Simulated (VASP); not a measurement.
Write the native input for VASP 6.6.1 that does the following.

* Task: single point
* Functional: HSE06
* Potentials or basis: VASP PAW PBE potentials, release 64 (Cd, S)
* Cutoff: 520 eV
* k mesh: 4 × 4 × 4
* Occupations: fermi-dirac, width 0.05 eV
* Spin: no spin polarisation
* Dipole correction: no
* Grid for exact exchange (PRECFOCK): Normal
* Further INCAR settings: ALGO = Normal; EDIFF = 1e-06; NBANDS = 16
* Screening parameter: 0.2079 1/Å

The system is CdS.

```
Cd S
1.0
     4.17418    0.00000    0.00000
    -2.08709    3.61495    0.00000
     0.00000    0.00000    5.68569
Cd S
1 1
Cartesian
  0.0000 0.0000 2.5170
  2.0871 1.2050 2.4693
```

One way to write it, as run:

POSCAR

```
CdS
1.0
    4.1741825350      0.0000000000      0.0000000000
   -2.0870912675      3.6149481154      0.0000000000
    0.0000000000      0.0000000000      5.6856871846
Cd S
1 1
Direct
    0.0000000000      0.0000000000      0.4426919200
    0.6666666667      0.3333333333      0.4343080800
```

INCAR.step1

```
PREC = Accurate
ENCUT = 520
EDIFF = 1E-5
ISMEAR = -1
SIGMA = 0.05
LREAL = F
LASPH = T
NELM = 60
ALGO = Normal
ISIF = 2
LWAVE = T
GGA = PE
NBANDS = 16
```

INCAR.step2

```
PREC = Accurate
ENCUT = 520
EDIFF = 1E-6
ISMEAR = -1
SIGMA = 0.05
LREAL = F
LASPH = T
NELM = 60
ALGO = Normal
ISIF = 2
LWAVE = F
LCHARG = T
GGA = PE
LHFCALC = T
HFSCREEN = 0.2079
PRECFOCK = Normal
LELF = T
LVHAR = T
ISTART = 1
NBANDS = 16
```

KPOINTS

```
regular mesh
0
Gamma
  4 4 4
```

Potentials or basis: VASP PAW PBE potentials, release 64 (Cd, S).

Run with:

```console
$ cat potpaw_PBE.64/Cd/POTCAR potpaw_PBE.64/S/POTCAR > POTCAR
$ cp INCAR.step1 INCAR
$ mpirun -np 1 vasp_std > vasp.out
$ cp INCAR.step2 INCAR
$ mpirun -np 1 vasp_std > vasp.out
```

It gave:

```json
{"Pressure": "1.5 GPa", "Largest force": "0.004 eV/Å", "Band gap on the k mesh": "2.61 eV, indirect (least direct gap 2.62 eV)"}
```

Caveat: the k points lie up to 0.43 Å⁻¹ apart; the PAW data sets were made with another functional, which shifts forces and pressure a little.

Run time: 9 min on 1 thread of AMD EPYC 9R45 96-Core Processor (Zen 5), with other jobs on the host, peak memory 0.29 GiB.
